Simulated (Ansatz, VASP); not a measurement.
## Two plane-wave programs on TiRuC4N4

```
CELL_PARAMETERS angstrom
3.02299 -5.20797 0.00000
3.02299 5.20797 0.00000
0.00000 0.00000 4.32748
ATOMIC_POSITIONS crystal
Ti 0.00000 0.00000 0.30296
Ru 0.50000 0.50000 0.22238
C 0.30697 0.69303 0.23089
C 0.71833 0.71833 0.89923
C 0.28167 0.28167 0.89923
C 0.69303 0.30697 0.23089
N 0.19408 0.80592 0.23175
N 0.77226 0.77226 0.62723
N 0.22774 0.22774 0.62723
N 0.80592 0.19408 0.23175
```

Change from the starting cell: the structure that the rattled cell fell into.

Alike in both runs: functional PBE; k mesh 8 × 8 × 8; occupations gaussian, width 0.01 eV; no spin polarisation.

Ansatz relaxed the structure, and its values are those at the end. VASP's run is a single point on that final structure, the one shown.

|  | VASP | Ansatz |
| --- | --- | --- |
| version | VASP 6.6.1 | Ansatz 0.2.0 |
| potentials or method | VASP PAW PBE potentials, release 64 (Ti_sv, Ru_pv, C, N), cutoff 520 eV | scalar-relativistic, plane waves, PAW |
| valence electrons in the cell | 62 | 64 |

|  | VASP | Ansatz | Ansatz less VASP |
| --- | --- | --- | --- |
| gap on the k mesh at the Fermi level (eV) | 0.22 | 0.22 | +0.006 |
| least direct gap on the mesh (eV) | 0.30 | 0.30 | +0.002 |
| pressure (GPa) | 0.4 | 0.0 | -0.38 |
| rms of the force components (eV/Å) | 0.143 | 0.002 | -0.1413 |

One of these differences is far larger than is usual between the two programs; its cause wasn't traced. The functional is the same, so the differences come from potentials, cutoffs and numerics. VASP's potentials hold 62 valence electrons a cell and Ansatz's 64, so a difference there can come from the potentials and not from the codes.

Noted on VASP's run: the standard files for N, O and F lose accuracy on very short bonds.
